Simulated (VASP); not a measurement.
In:

```
In
1.0
     3.01129    0.00000    0.00000
     0.00000    5.06413    0.00000
     0.00000    0.00000    6.14034
In
3
Direct
  0.00000 0.00000 0.25585
  0.00000 0.00000 0.74415
  0.00000 0.50000 0.00000
```

* Program: VASP 6.6.1
* Task: relaxation of cell and atoms
* Functional: PBE
* Potentials or basis: VASP PAW PBE potentials, release 64 (In_d)
* Cutoff: 600 eV
* k mesh: 6 × 4 × 4
* Occupations: gaussian, width 0.1 eV
* Spin: no spin polarisation

At the start: pressure 3.0 GPa; volume 31.21 Å³/atom.

Question: How do energy, volume and symmetry change on relaxing?

Answer: Over 6 steps the energy falls by 30.1 meV/atom and the volume is 33.96 Å³/atom (+8.8 %); space group Pmmm (No. 47, to 0.05 Å).

The path:
```tsv
step	energy change (eV)	largest force (eV/Å)	pressure (GPa)	volume (Å³)
1	0.0000	0.4322	3.03	93.64
2	-0.0866	0.1207	0.09	101.87
3	-0.0870	0.0995	-0.11	102.57
4	-0.0870	0.1064	-0.06	102.38
5	-0.0890	0.0773	-0.03	102.21
6	-0.0904	0.0302	0.03	101.88
```

Final structure:
```
CELL_PARAMETERS angstrom
3.07391 0.00000 0.00000
0.00000 5.17378 0.00000
0.00000 0.00000 6.40609
ATOMIC_POSITIONS crystal
In 0.00000 0.00000 0.26181
In 0.00000 0.00000 0.73819
In 0.00000 0.50000 0.00000
```
